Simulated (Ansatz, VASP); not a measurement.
## MgS in VASP and in Ansatz

File POSCAR:

```
MgS
1.0
    0.0000000000      2.6015177400      2.5291955469
    2.6015177400      0.0000000000      2.5291955469
    2.6015177400      2.6015177400      0.0000000000
Mg S
1 1
Direct
    0.0000000000      0.0000000000      0.0000000000
    0.5000000000      0.5000000000      0.5000000000
```

Contents of INCAR.step1:

```
PREC     = Accurate       # precision mode
ENCUT    = 520            # plane-wave cutoff, eV
EDIFF    = 1E-5           # SCF threshold, eV
ISMEAR   = 0              # smearing method
SIGMA    = 0.01           # smearing width, eV
LREAL    = False          # projectors in reciprocal space
LASPH    = True           # aspherical terms in the spheres
NELM     = 80             # most SCF steps
ALGO     = Normal         # electronic algorithm
ISIF     = 2              # what is computed and relaxed
LWAVE    = True           # write WAVECAR
LCHARG   = False          # write CHGCAR
NBANDS   = 11             # bands
GGA      = PE             # functional
```

File INCAR.step2:

```
PREC     = Accurate       # precision mode
ENCUT    = 520            # plane-wave cutoff, eV
EDIFF    = 1E-6           # SCF threshold, eV
ISMEAR   = 0              # smearing method
SIGMA    = 0.01           # smearing width, eV
LREAL    = False          # projectors in reciprocal space
LASPH    = True           # aspherical terms in the spheres
NELM     = 80             # most SCF steps
ALGO     = Normal         # electronic algorithm
ISIF     = 2              # what is computed and relaxed
LWAVE    = False          # write WAVECAR
LCHARG   = False          # write CHGCAR
GGA      = PE             # functional
LHFCALC  = True           # exact exchange
HFSCREEN = 0.2079         # screening, 1/A
PRECFOCK = Normal       
NBANDS   = 11             # bands
ISTART   = 1
```

File KPOINTS:

```
regular mesh
0
Gamma
  6 6 6
```

Input for Ansatz:

```yaml
crystal:
  lattice:
    - [0.0, 2.60151774, 2.5291955469]
    - [2.60151774, 0.0, 2.5291955469]
    - [2.60151774, 2.60151774, 0.0]
  atoms:
    - { symbol: Mg, position: [0.0, 0.0, 0.0] }
    - { symbol: S, position: [0.5, 0.5, 0.5] }
kpoints:
  mp_grid: { grid: [6, 6, 6] }
  band_path:
    path:
      - [0.0, 0.0, 0.0]
      - [0.5, 0.0, 0.5]
      - [0.625, 0.25, 0.625]
      - [0.375, 0.375, 0.75]
      - [0.5, 0.5, 0.5]
      - [0.5, 0.25, 0.75]
      - [0.5, 0.5, 0.0]
    npoints: 1
hamiltonian:
  xc: hse06
scf:
  occupations: { method: fixed }
  n_extra_bands: 4
output:
  forces: true
  stress: true
  eigenvalues: true
```

Change from the starting cell: uniaxial_z strain -2.8%.

Alike in both runs: task single point; functional HSE06; k mesh 6 × 6 × 6; no spin polarisation.

|  | VASP | Ansatz |
| --- | --- | --- |
| version | VASP 6.6.1 | Ansatz 0.2.0 |
| potentials or method | VASP PAW PBE potentials, release 64 (Mg, S) | plane waves, PAW |
| plane-wave cutoff (eV) | 520 | 420 |
| occupations | gaussian, width 0.01 eV | fixed |
| valence electrons in the cell | 8 | 16 |

|  | VASP | Ansatz | Ansatz less VASP |
| --- | --- | --- | --- |
| gap on the k mesh at the Fermi level (eV) | 3.67 | 3.73 | +0.053 |
| pressure (GPa) | 1.8 | 2.1 | +0.33 |
| traceless stress, the component that is largest in VASP (GPa) | 2.36 | 2.37 | +0.015 |

VASP's potentials hold 8 valence electrons a cell and Ansatz's 16, so a difference there can come from the potentials and not from the codes. Ansatz's warnings: stress exchange threshold loose, stress scf threshold loose.
